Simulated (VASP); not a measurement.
# HfAl3N (Pm-3m) in VASP: further runs

The runs below take HfAl3N through single point, relaxation of cell and atoms, with PBE.

Program: VASP 6.6.1. These are calculated values, not measurements. Logs are shortened: lines on timing, memory, paths and dates and some standing lists are left out, and cuts for length are marked.

### 1 The cell of the first run

It takes space group Pm-3m (No. 221, cubic). The conventional cell has a = 4.093 Å, b = 4.093 Å, c = 4.093 Å, α = 90.00°, β = 90.00°, γ = 90.00°. Hf (site symmetry m-3m) has 12 Al at 2.89 Å and 8 N at 3.55 Å within 3.8 Å. Al (site symmetry 4/mmm) has 2 N at 2.05 Å within 2.7 Å. Within 2.7 Å of N (site symmetry m-3m) lie 6 Al at 2.05 Å.

### 2 Single point, PBE

Input file INCAR:

```
ALGO = Normal
EDIFF = 1E-6
ENCUT = 520
GGA = PE
ISIF = 2
ISMEAR = 0
LASPH = T
LCHARG = T
LELF = T
LREAL = F
LVHAR = T
LWAVE = F
NBANDS = 20
NELM = 60
PREC = Accurate
SIGMA = 0.1
```

Input file KPOINTS:

```
k-points
0
Gamma
  4 4 4
```

Input file POSCAR:

```
HfAl3N
1.0
    4.0934820700      0.0000000000      0.0000000000
    0.0000000000      4.0934820700      0.0000000000
    0.0000000000      0.0000000000      4.0934820700
Hf Al N
1 3 1
Direct
    0.0000000000      0.0000000000      0.0000000000
    0.0000000000      0.5000000000      0.5000000000
    0.5000000000      0.0000000000      0.5000000000
    0.5000000000      0.5000000000      0.0000000000
    0.5000000000      0.5000000000      0.5000000000
```

Potentials or basis: VASP PAW PBE potentials, release 64 (Hf_pv, Al, N).

The run is started by

```sh
$ cat potpaw_PBE.64/Hf_pv/POTCAR potpaw_PBE.64/Al/POTCAR potpaw_PBE.64/N/POTCAR > POTCAR
$ mpirun -np 1 vasp_std > vasp.out
```

OUTCAR:

```text
EDIFF = 1E-6
   ENCUT = 520
   GGA = PE
   ISIF = 2
   ISMEAR = 0
   LASPH = T
   LREAL = F
   NELM = 60
   PREC = Accurate

 ion  position               nearest neighbor table
   1  0.000  0.000  0.000-   2 2.89   3 2.89   4 2.89   2 2.89   3 2.89   2 2.89   4 2.89   2 2.89
                             3 2.89   4 2.89   3 2.89   4 2.89
   2  0.000  0.500  0.500-   5 2.05   5 2.05   4 2.89   1 2.89   1 2.89   4 2.89   1 2.89   3 2.89
                             1 2.89   3 2.89   4 2.89   3 2.89   4 2.89   3 2.89
   3  0.500  0.000  0.500-   5 2.05   5 2.05   4 2.89   1 2.89   1 2.89   4 2.89   2 2.89   4 2.89
                             2 2.89   4 2.89   1 2.89   2 2.89   1 2.89   2 2.89
   4  0.500  0.500  0.000-   5 2.05   5 2.05   3 2.89   1 2.89   2 2.89   3 2.89   2 2.89   1 2.89
                             3 2.89   3 2.89   1 2.89   2 2.89   2 2.89   1 2.89
   5  0.500  0.500  0.500-   2 2.05   3 2.05   4 2.05   4 2.05   3 2.05   2 2.05

  LATTYP: Found a simple cubic cell.
 ALAT       =     4.0934820700

  Lattice vectors:

 A1 = (   4.0934820700,   0.0000000000,   0.0000000000)
 A2 = (   0.0000000000,   4.0934820700,   0.0000000000)
 A3 = (   0.0000000000,   0.0000000000,   4.0934820700)

Analysis of symmetry for initial positions (statically):
=====================================================================
 Subroutine PRICEL returns:
 Original cell was already a primitive cell.

 Routine SETGRP: Setting up the symmetry group for a
 simple cubic supercell.

 Subroutine GETGRP returns: Found 48 space group operations
 (whereof 48 operations were pure point group operations)
 out of a pool of 48 trial point group operations.

The static configuration has the point symmetry O_h .

Analysis of symmetry for dynamics (positions and initial velocities):
=====================================================================
 Subroutine PRICEL returns:
 Original cell was already a primitive cell.

 Routine SETGRP: Setting up the symmetry group for a
 simple cubic supercell.

 Subroutine GETGRP returns: Found 48 space group operations
 (whereof 48 operations were pure point group operations)
 out of a pool of 48 trial point group operations.

The dynamic configuration has the point symmetry O_h .

 Subroutine INISYM returns: Found 48 space group operations
 (whereof 48 operations are pure point group operations),
 and found     1 'primitive' translations

----------------------------------------------------------------------------------------

                                     Primitive cell

  volume of cell :      68.5928

  direct lattice vectors                    reciprocal lattice vectors
     4.093482070  0.000000000  0.000000000     0.244290798  0.000000000  0.000000000
     0.000000000  4.093482070  0.000000000     0.000000000  0.244290798  0.000000000
     0.000000000  0.000000000  4.093482070     0.000000000  0.000000000  0.244290798

  length of vectors
     4.093482070  4.093482070  4.093482070     0.244290798  0.244290798  0.244290798

  position of ions in fractional coordinates (direct lattice)
     0.000000000  0.000000000  0.000000000
     0.000000000  0.500000000  0.500000000
     0.500000000  0.000000000  0.500000000
     0.500000000  0.500000000  0.000000000
     0.500000000  0.500000000  0.500000000

  ion indices of the primitive-cell ions
   primitive index   ion index
                 1           1
                 2           2
                 3           3
                 4           4
                 5           5

----------------------------------------------------------------------------------------

 KPOINTS: k-points

Automatic generation of k-mesh.
 Grid dimensions read from file:
 generate k-points for:    4    4    4

 Generating k-lattice:

  Cartesian coordinates                     Fractional coordinates (reciprocal lattice)
     0.061072699  0.000000000  0.000000000     0.250000000  0.000000000  0.000000000
     0.000000000  0.061072699  0.000000000     0.000000000  0.250000000  0.000000000
     0.000000000  0.000000000  0.061072699     0.000000000  0.000000000  0.250000000

  Length of vectors
     0.061072699  0.061072699  0.061072699

  Shift w.r.t. Gamma in fractional coordinates (k-lattice)
     0.000000000  0.000000000  0.000000000

 Subroutine IBZKPT returns following result:
 ===========================================

 Found     10 irreducible k-points:

 Following reciprocal coordinates:
            Coordinates               Weight
  0.000000  0.000000  0.000000      1.000000
  0.250000  0.000000  0.000000      6.000000
  0.500000  0.000000  0.000000      3.000000
  0.250000  0.250000  0.000000     12.000000
  0.500000  0.250000  0.000000     12.000000
  0.500000  0.500000  0.000000      3.000000
  0.250000  0.250000  0.250000      8.000000
  0.500000  0.250000  0.250000     12.000000
  0.500000  0.500000  0.250000      6.000000
  0.500000  0.500000  0.500000      1.000000
   k-points           NKPTS =     10   k-points in BZ     NKDIM =     10   number of bands    NBANDS=     20
   number of dos      NEDOS =    301   number of ions     NIONS =      5
   total plane-waves  NPLWV =  27000
   dimension x,y,z NGX =    30 NGY =   30 NGZ =   30
   dimension x,y,z NGXF=    60 NGYF=   60 NGZF=   60
   ions per type =               1   3   1
   NGX,Y,Z   is equivalent  to a cutoff of  12.18, 12.18, 12.18 a.u.
   NGXF,Y,Z  is equivalent  to a cutoff of  24.37, 24.37, 24.37 a.u.
 SYSTEM =  unknown system
   PREC   = accura    normal or accurate (medium, high low for compatibility)
   ISTART =      0    job   : 0-new  1-cont  2-samecut
   ICHARG =      2    charge: 1-file 2-atom 10-const
   ISPIN  =      1    spin polarized calculation?
   LNONCOLLINEAR =      F non collinear calculations
   LSORBIT =      F    spin-orbit coupling
   LASPH  =      T    aspherical Exc in radial PAW
   ENCUT  =  520.0 eV  38.22 Ry    6.18 a.u.   7.61  7.61  7.61*2*pi/ulx,y,z
   NELM   =     60;   NELMIN=  2; NELMDL= -5     # of ELM steps
   EDIFF  = 0.1E-05   stopping-criterion for ELM
   LREAL  =      F    real-space projection
   EDIFFG = 0.1E-04   stopping-criterion for IOM
   NSW    =      0    number of steps for IOM
   IBRION =     -1    ionic relax: 0-MD 1-quasi-New 2-CG
   NFREE  =      0    steps in history (QN), initial steepest desc. (CG)
   ISIF   =      2    stress and relaxation
   ISYM   =      2    0-nonsym 1-usesym 2-fastsym
   POTIM  = 0.5000    time-step for ionic-motion
   TEBEG  =    0.0;   TEEND  =   0.0 temperature during run
   PSTRESS=    0.0 pullay stress
   NELECT =      24.0000    total number of electrons
   NUPDOWN=      -1.0000    fix difference up-down
   EMIN   =  10.00;   EMAX   =-10.00  energy-range for DOS
   EFERMI =   0.00;   METHOD = LEGACY
   ISMEAR =     0;   SIGMA  =   0.10  broadening in eV -4-tet -1-fermi 0-gaus
   EFERMI_NEDOS =   21; number of points for ismear=-14 and -15
   IALGO  =     38    algorithm
   IMIX   =      4    mixing-type and parameters
     AMIX     =   0.40;   BMIX     =  1.00
     AMIX_MAG =   1.60;   BMIX_MAG =  1.00
  volume/ion in A,a.u.               =      13.72        92.58
  Fermi-wavevector in a.u.,A,eV,Ry     =   1.153592  2.179973 18.106296  1.330775
  Thomas-Fermi vector in A             =   2.290235
   LORBIT       =      0    0 simple, 1 ext, 2 COOP (PROOUT), +10 PAW based schemes
   GGA     = PE    functional components
   LHFCALC =     F    Hartree Fock is set to
   AEXX    =    0.0000 exact exchange contribution
   IVDW    =     0    specifies the selected vdW correction
   LEPSILON=     F    determine dielectric tensor
   LRPA    =     F    only Hartree local field effects (RPA)
 non-spin polarized calculation
 Gauss-broadening in eV      SIGMA  =   0.10
  energy-cutoff  :      520.00
  volume of cell :       68.59
 maximum number of plane-waves:      1856
   NGX = 15   NGY = 15   NGZ = 15

 number of electron      24.0000006 magnetization

 Free energy of the ion-electron system (eV)
  ---------------------------------------------------
  ext. energy  EPLUGINS =         0.00000000
  ---------------------------------------------------
  free energy    TOTEN  =       -29.30102096 eV

  energy without entropy =      -29.28078726  energy(sigma->0) =      -29.29090411

 E-fermi :   8.0186     XC(G=0): -11.2445

 val. band max:        7.9286799706   @ k =   0.5000   0.2500   0.2500
 cond. band min:       8.0481803615   @ k =   0.5000   0.2500   0.2500
 fundamental gap:      0.1195003909
 Fermi energy:         8.0185787533

 k-point     1 :       0.0000    0.0000    0.0000
  band No.  band energies     occupation
      1     -21.9528      2.00000
      2     -21.9528      2.00000
      3     -21.9528      2.00000
      4      -8.3714      2.00000
      5       0.9306      2.00000
      6       2.0868      2.00000
[... 12 lines left out ...]
     19      13.0993      0.00000
     20      13.5785      0.00000

 k-point     2 :       0.2500    0.0000    0.0000
  band No.  band energies     occupation
      1     -21.9733      2.00000
      2     -21.9512      2.00000
      3     -21.9512      2.00000
      4      -8.2239      2.00000
      5      -0.1795      2.00000
      6       2.1237      2.00000
[... 12 lines left out ...]
     19      14.6793      0.00000
     20      14.6793      0.00000

 k-point     3 :       0.5000    0.0000    0.0000
  band No.  band energies     occupation
      1     -21.9936      2.00000
      2     -21.9497      2.00000
      3     -21.9497      2.00000
      4      -8.0637      2.00000
      5      -0.9416      2.00000
      6       2.1595      2.00000
[... 12 lines left out ...]
     19      14.5646      0.00000
     20      16.4137      0.00000

 k-point     4 :       0.2500    0.2500    0.0000
  band No.  band energies     occupation
      1     -21.9717      2.00000
      2     -21.9704      2.00000
      3     -21.9497      2.00000
      4      -8.1038      2.00000
      5      -0.0763      2.00000
      6       0.9525      2.00000
[... 107 lines left out ...]
 k-point     9 :       0.5000    0.5000    0.2500
  band No.  band energies     occupation
      1     -21.9854      2.00000
      2     -21.9854      2.00000
      3     -21.9647      2.00000
      4      -7.7793      2.00000
      5       0.3849      2.00000
      6       0.3849      2.00000
[... 12 lines left out ...]
     19      14.3907      0.00000
     20      14.9026      0.00000

 k-point    10 :       0.5000    0.5000    0.5000
  band No.  band energies     occupation
      1     -21.9828      2.00000
      2     -21.9828      2.00000
      3     -21.9828      2.00000
      4      -7.6708      2.00000
      5       0.4877      2.00000
      6       0.4877      2.00000
[... 12 lines left out ...]
     19      16.0507      0.00000
     20      16.0507      0.00000

------------------------ aborting loop because EDIFF is reached ----------------------------------------

  FORCE on cell =-STRESS in cart. coord.  units (eV):
  Direction    XX          YY          ZZ          XY          YZ          ZX
  --------------------------------------------------------------------------------------
  -------------------------------------------------------------------------------------
  Total        3.7536308      3.7536308      3.7536308      0.0000000      0.0000000      0.0000000
  in kB       87.6765510     87.6765510     87.6765510      0.0000000      0.0000000      0.0000000
  external PRESSURE =      87.6765510 kB  Pullay stress =       0.0000000 kB

 VOLUME and BASIS-vectors are now :
 -----------------------------------------------------------------------------
  energy-cutoff  :      520.00
  volume of cell :       68.59
      direct lattice vectors                 reciprocal lattice vectors
     4.093482070  0.000000000  0.000000000     0.244290798  0.000000000  0.000000000
     0.000000000  4.093482070  0.000000000     0.000000000  0.244290798  0.000000000
     0.000000000  0.000000000  4.093482070     0.000000000  0.000000000  0.244290798

 POSITION                                       TOTAL-FORCE (eV/Angst)
 -----------------------------------------------------------------------------------
      0.00000      0.00000      0.00000         0.000000      0.000000      0.000000
      0.00000      2.04674      2.04674         0.000000      0.000000      0.000000
      2.04674      0.00000      2.04674         0.000000      0.000000      0.000000
      2.04674      2.04674      0.00000         0.000000      0.000000      0.000000
      2.04674      2.04674      2.04674         0.000000      0.000000      0.000000
 -----------------------------------------------------------------------------------
    total drift:                                0.000000      0.000000      0.000000

  FREE ENERGIE OF THE ION-ELECTRON SYSTEM (eV)
  ---------------------------------------------------
  free  energy   TOTEN  =       -29.3010209635 eV

  energy  without entropy=      -29.2807872636  energy(sigma->0) =      -29.29090411
```

Wall time 12 s (1 thread of Intel Xeon 6975P-C (Granite Rapids), shared host); peak memory 0.16 GiB.

What came out:

```
Free energy            : -29.3010 eV
Pressure               : 8.8 GPa
Band gap on the k mesh : zero (band 12 reaches 9.12 eV, above the bottom of band 13 at 7.77 eV)
```

Levels at points of the mesh, in eV from the Fermi level:
```
           k point  band 7  band 8  band 9  band 10  band 11  band 12  band 13  band 14  band 15  band 16
(0.00, 0.00, 0.00)   -5.93   -5.93   -3.16    -3.16     1.10     1.10     1.10     2.68     2.68     2.68
(0.50, 0.00, 0.00)   -5.86   -4.22   -2.01    -1.90     0.51     0.53     0.53     0.95     0.95     1.63
(0.50, 0.50, 0.00)   -5.42   -5.00   -3.20    -1.07    -1.07    -0.24    -0.24     1.93     3.00     4.76
(0.50, 0.50, 0.50)   -7.53   -2.85   -2.85    -2.85    -0.13     0.08     0.08     0.08     3.20     3.20
```

Caveat: the k points lie up to 0.38 Å⁻¹ apart; spin-orbit coupling is left out, which moves the levels of the heavy elements.

### 3 Single point, PBE

This run uses another cell than the first one, of 14.59 Å³/atom, 1.063 times its volume.

Input file INCAR:

```
SYSTEM = HfAl3N
PREC     = Accurate       ! precision mode
ENCUT    = 520            ! plane-wave cutoff, eV
EDIFF    = 1E-6           ! SCF threshold, eV
ISMEAR   = 0              ! smearing method
SIGMA    = 0.1            ! smearing width, eV
LREAL    = .FALSE.        ! projectors in reciprocal space
LASPH    = .TRUE.         ! aspherical terms in the spheres
NELM     = 60             ! most SCF steps
ALGO     = Normal         ! electronic algorithm
ISIF     = 2              ! what is computed and relaxed
LWAVE    = .FALSE.        ! write WAVECAR
LCHARG   = .FALSE.        ! write CHGCAR
GGA      = PE             ! functional
NBANDS   = 20             ! bands
```

Input file KPOINTS:

```
Automatic mesh
0
G
  4 4 4
  0 0 0
```

Changes to POSCAR since step 2:

```diff
@@ -2,5 +2,5 @@
 1.0
-    4.0934820700      0.0000000000      0.0000000000
-    0.0000000000      4.0934820700      0.0000000000
-    0.0000000000      0.0000000000      4.0934820700
+    4.1780834095      0.0000000000      0.0000000000
+    0.0000000000      4.1780834095      0.0000000000
+    0.0000000000      0.0000000000      4.1780834095
 Hf Al N
```

Potentials or basis: VASP PAW PBE potentials, release 64 (Hf_pv, Al, N).

The run is started by

```sh
$ cat potpaw_PBE.64/Hf_pv/POTCAR potpaw_PBE.64/Al/POTCAR potpaw_PBE.64/N/POTCAR > POTCAR
$ mpirun -np 1 vasp_std > vasp.out
```

Wall time 8.9 s (1 thread of Intel Xeon 6975P-C (Granite Rapids), shared host); peak memory 0.18 GiB.

Results (log left out):

| Quantity | Value |
| --- | --- |
| Free energy | -29.4181 eV |
| Pressure | 0.2 GPa |
| Band gap on the k mesh | zero (band 12 reaches 8.52 eV, above the bottom of band 13 at 7.16 eV) |

Levels at points of the mesh, in eV from the Fermi level:
```tsv
k point	band 7	band 8	band 9	band 10	band 11	band 12	band 13	band 14	band 15	band 16
(0.00, 0.00, 0.00)	-5.63	-5.63	-3.04	-3.04	1.10	1.10	1.10	2.47	2.47	2.47
(0.50, 0.00, 0.00)	-5.54	-4.28	-1.85	-1.82	0.24	0.50	0.50	0.90	0.90	1.57
(0.50, 0.50, 0.00)	-5.12	-4.81	-3.21	-0.98	-0.98	-0.26	-0.26	1.80	2.81	4.47
(0.50, 0.50, 0.50)	-7.21	-2.78	-2.78	-2.78	-0.26	0.08	0.08	0.08	3.01	3.01
```

Caveat: the k points lie up to 0.38 Å⁻¹ apart; spin-orbit coupling is left out, which moves the levels of the heavy elements.

(Continued in part 2 of 2.)
